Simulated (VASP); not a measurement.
Set up this calculation in VASP 6.6.1, as the native input.

| Property | Result |
| --- | --- |
| Task | single point |
| Functional | PBEsol |
| Potentials or basis | VASP PAW PBE potentials, release 64 (Na_pv, I) |
| Cutoff | 520 eV |
| k mesh | 5 × 5 × 5 |
| Occupations | gaussian, width 0.01 eV |
| Spin | no spin polarisation |
| Dipole correction | no |
| Further INCAR settings | ALGO = Normal; EDIFF = 1e-06; NBANDS = 14 |

The structure of NaI lies in POSCAR:

```
NaI
1.0
    0.0000000000      3.2297205553      3.2297205553
    3.2297205553      0.0000000000      3.2297205553
    3.2297205553      3.2297205553      0.0000000000
Na I
1 1
Direct
    0.0000000000      0.0000000000      0.0000000000
    0.5000000000      0.5000000000      0.5000000000
```

One way to write it, as run:

INCAR

```
SYSTEM = NaI
  ALGO = Normal
  EDIFF = 1E-6
  ENCUT = 520
  GGA = PS
  ISIF = 2
  ISMEAR = 0
  LASPH = .TRUE.
  LCHARG = .TRUE.
  LELF = .TRUE.
  LREAL = .FALSE.
  LVHAR = .TRUE.
  LWAVE = .FALSE.
  NBANDS = 14
  NELM = 80
  PREC = Accurate
  SIGMA = 0.01
```

KPOINTS

```
k-points
0
G
  5 5 5
  0 0 0
```

Potentials or basis: VASP PAW PBE potentials, release 64 (Na_pv, I).

Command:

```console
$ cat potpaw_PBE.64/Na_pv/POTCAR potpaw_PBE.64/I/POTCAR > POTCAR
$ mpirun -np 1 vasp_std > vasp.out
```

Results of the run:

The pressure is -0.4 GPa and the band gap on the k mesh is 3.52 eV, direct.

Caveat: the PAW data sets were made with another functional, which shifts forces and pressure a little; spin-orbit coupling is left out, which moves the levels of the heavy elements.

Run time: 8.2 s on 1 thread of AMD EPYC 9R14 (Zen 4), on a shared host, peak memory 0.17 GiB.
